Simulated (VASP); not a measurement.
Input of a VASP 6.6.1 run:

File INCAR:

```
PREC = Accurate
ENCUT = 520
EDIFF = 1E-6
ISMEAR = -1
SIGMA = 0.08
LREAL = False
LASPH = True
NELM = 60
ALGO = Normal
ISIF = 2
LWAVE = False
LCHARG = True
GGA = PE
LELF = True
LVHAR = True
NBANDS = 16
```

The input KPOINTS:

```
Automatic mesh
0
Gamma
  14 14 14
```

POSCAR

```
ZnS
1.0
    0.0000000000      2.4453110623      2.4453110623
    2.4453110623      0.0000000000      2.4453110623
    2.4453110623      2.4453110623      0.0000000000
Zn S
1 1
Direct
    0.0000000000      0.0000000000      0.0000000000
    0.5000000000      0.5000000000      0.5000000000
```

Potentials or basis: VASP PAW PBE potentials, release 64 (Zn, S).

Launch:

```sh
$ cat potpaw_PBE.64/Zn/POTCAR potpaw_PBE.64/S/POTCAR > POTCAR
$ mpirun -np 1 vasp_std > vasp.out
```

Task: Predict the pressure.

Result: 15.0 GPa.

Task: What does it give for the band gap on the k mesh?

Result: Zero (band 9 reaches 5.25 eV, above the bottom of band 10 at 4.92 eV).
